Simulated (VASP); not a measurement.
The system is Si3Ni4.

```xyz
14
Lattice="-6.1106 0.0000 0.0000 -3.0553 3.2583 -4.7094 -3.0553 -3.2583 -4.7094" Properties=species:S:1:pos:R:3 pbc="T T T"
Si   -7.6144   -1.6505   -5.4217
Si   -4.5840   -1.6260   -5.4568
Si   -7.6302    1.6483   -5.4381
Si   -4.5993    1.6534   -5.4389
Si   -3.0522    0.0007   -3.9389
Si   -9.1693    0.0104   -8.6916
Ni   -4.5900    1.6635   -3.1140
Ni   -7.6370    1.6589   -3.0577
Ni   -4.5698   -1.6470   -3.0782
Ni   -7.6222   -1.6492   -3.1123
Ni   -9.1944    0.0200   -6.3476
Ni   -6.1025   -0.0049   -6.3411
Ni   -6.1143   -0.0109   -1.5984
Ni   -3.0390   -0.0002   -1.6132
```

* Program: VASP 6.6.1
* Task: relaxation of cell and atoms
* Functional: PBE
* Potentials or basis: VASP PAW PBE potentials, release 64 (Si, Ni)
* Cutoff: 600 eV
* k mesh: 3 × 3 × 3
* Occupations: gaussian, width 0.1 eV
* Spin: no spin polarisation

At the start: pressure -7.5 GPa; volume 13.39 Å³/atom.

Question: How do energy, volume and symmetry change on relaxing?

Answer: Over 13 steps the energy falls by 55.6 meV/atom and the volume is 12.42 Å³/atom (-7.3 %); space group Cmm2 (No. 35, to 0.05 Å).

The path:
```tsv
step	energy change (eV)	largest force (eV/Å)	pressure (GPa)	volume (Å³)
1	0.0000	0.8255	-7.48	187.53
2	-0.5006	0.7783	4.90	171.01
3	-0.5128	0.7613	2.99	173.02
4	-0.7457	0.2798	1.23	172.84
5	-0.7558	0.3067	0.98	172.76
6	-0.7696	0.1275	-0.85	174.71
7	-0.7699	0.1504	-0.67	174.46
8	-0.7747	0.0735	0.06	173.73
9	-0.7747	0.0738	0.11	173.72
10	-0.7763	0.0492	0.07	173.77
11	-0.7769	0.0758	-0.10	173.88
12	-0.7772	0.0494	0.01	173.85
13	-0.7783	0.0378	-0.06	173.91
```

Final structure:
```
Si Ni
1.0
    -5.82598    0.00129   -0.00113
    -2.91454    3.07573   -4.85523
    -2.91318   -3.07366   -4.85434
Si Ni
6 8
Direct
  0.67947 0.32209 0.82029
  0.17770 0.32119 0.82079
  0.67789 0.82145 0.32050
  0.17995 0.82122 0.31987
  0.08074 0.42081 0.41793
  0.58044 0.92070 0.91823
  0.41750 0.58367 0.07712
  0.92056 0.58359 0.07813
  0.41511 0.07834 0.58341
  0.92154 0.07996 0.58233
  0.82756 0.67479 0.67077
  0.31991 0.67907 0.67858
  0.81874 0.18051 0.18177
  0.32665 0.17424 0.17151
```

Caveat: the k points lie up to 0.42 Å⁻¹ apart in the final cell.
